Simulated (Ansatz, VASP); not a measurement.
# Al in VASP and in Ansatz

```
CELL_PARAMETERS angstrom
2.81442 0.00000 0.00000
-1.40721 2.43736 0.00000
0.00000 0.00000 8.04340
ATOMIC_POSITIONS crystal
Al 0.00000 0.00000 0.00000
Al 0.33333 0.66667 0.25000
Al 0.00000 0.00000 0.50000
Al 0.66667 0.33333 0.75000
```

Alike in both runs: task single point; functional PBE; dispersion D3(BJ); k mesh 18 × 18 × 4; occupations gaussian, width 0.15 eV; no spin polarisation.

|  | VASP | Ansatz |
| --- | --- | --- |
| version | VASP 6.6.1 | Ansatz 0.2.0 |
| potentials or method | VASP PAW PBE potentials, release 64 (Al), cutoff 520 eV | scalar-relativistic, plane waves, PAW |
| valence electrons in the cell | 12 | 12 |

Ansatz gave:

- gap on the k mesh at the Fermi level (eV): none
- pressure (GPa): 18.9
- traceless stress, the component that is largest in VASP (GPa): 15.06

Problem. Estimate VASP's values.

Solution. gap on the k mesh at the Fermi level (eV): none; pressure (GPa): 19.0; traceless stress, the component that is largest in VASP (GPa): 15.07.

A gap of «none» marks a metal or a gap that the smearing closes.
